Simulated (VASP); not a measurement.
Write the native input for VASP 6.6.1 that does the following.

```yaml
Task: single point
Functional: PBE
Potentials_or_basis: VASP PAW PBE potentials, release 64 (Ga_d, N)
Cutoff: 520 eV
k_mesh: 17 × 17 × 17
Occupations: fermi-dirac, width 0.1 eV
Spin: no spin polarisation
Dipole_correction: no
Further_INCAR_settings: ALGO = Normal; EDIFF = 1e-06; NBANDS = 16
```

The structure of GaN (zincblende type) lies in POSCAR:

```
GaN
1.0
    0.0000000000      2.0680954922      2.0680954922
    2.0680954922      0.0000000000      2.0680954922
    2.0680954922      2.0680954922      0.0000000000
Ga N
1 1
Direct
    0.0000000000      0.0000000000      0.0000000000
    0.2500000000      0.2500000000      0.2500000000
```

These files were run (other wordings do the same):

INCAR

```
PREC = Accurate ; ENCUT = 520
EDIFF = 1E-6 ; ISMEAR = -1
SIGMA = 0.1 ; LREAL = False
LASPH = True ; NELM = 100
ALGO = Normal ; ISIF = 2
LWAVE = False ; LCHARG = False
GGA = PE ; NBANDS = 16
```

KPOINTS

```
Automatic mesh
0
Gamma
  17 17 17
```

Potentials or basis: VASP PAW PBE potentials, release 64 (Ga_d, N).

The run is started by

```sh
$ cat potpaw_PBE.64/Ga_d/POTCAR potpaw_PBE.64/N/POTCAR > POTCAR
$ mpirun -np 1 vasp_std > vasp.out
```

It gave:

- Pressure: 90.2 GPa
- Band gap on the k mesh: 3.36 eV, direct

Wall time 25 s on 1 thread of Intel(R) Xeon(R) Platinum 8559C (Emerald Rapids) (shared host), peak memory 0.17 GiB.
